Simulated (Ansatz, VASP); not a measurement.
## One calculation of TaN, two programs

The input INCAR:

```
SYSTEM = TaN
ALGO = Normal
EDIFF = 1E-7
ENCUT = 520
GGA = RP
ISIF = 2
ISMEAR = -1
LASPH = .TRUE.
LCHARG = .FALSE.
LREAL = .FALSE.
LWAVE = .FALSE.
NBANDS = 15
NELM = 100
PREC = Accurate
SIGMA = 0.1
```

The input KPOINTS:

```
k-points
0
G
  12 12 12
  0 0 0
```

The input POSCAR:

```
TaN
1.0
    0.0000000000      2.1790000000      2.1790000000
    2.1790000000      0.0000000000      2.1790000000
    2.1790000000      2.1790000000      0.0000000000
Ta N
1 1
Direct
    0.5000000000      0.5000000000      0.5000000000
    0.0000000000      0.0000000000      0.0000000000
```

Input for Ansatz:

```yaml
crystal:
  lattice:
    - [0.0, 2.179, 2.179]
    - [2.179, 0.0, 2.179]
    - [2.179, 2.179, 0.0]
  atoms:
    - { symbol: Ta, position: [0.5, 0.5, 0.5] }
    - { symbol: "N", position: [0.0, 0.0, 0.0] }
basis:
  ecutwfc: 600.0
kpoints:
  mp_grid:
    grid: [12, 12, 12]
hamiltonian:
  xc: rpbe
scf:
  occupations:
    method: fermi_dirac
    width: 0.1
output:
  forces: true
  stress: true
```

Alike in both runs: task single point; functional RPBE; k mesh 12 × 12 × 12; occupations fermi-dirac, width 0.1 eV; no spin polarisation.

|  | VASP | Ansatz |
| --- | --- | --- |
| version | VASP 6.6.1 | Ansatz 0.2.0 |
| potentials or method | VASP PAW PBE potentials, release 64 (Ta_pv, N), cutoff 520 eV | plane waves, PAW |
| valence electrons in the cell | 16 | 18 |

Ansatz gave:

| Quantity | Value |
| --- | --- |
| pressure (GPa) | 19.6 |

Task: Estimate VASP's values.

Result: Pressure (GPa): 20.5.

VASP's potentials were made for PBE, not for RPBE. VASP's potentials hold 16 valence electrons a cell and Ansatz's 18, so a difference there can come from the potentials and not from the codes.

Spin-orbit coupling is off throughout.
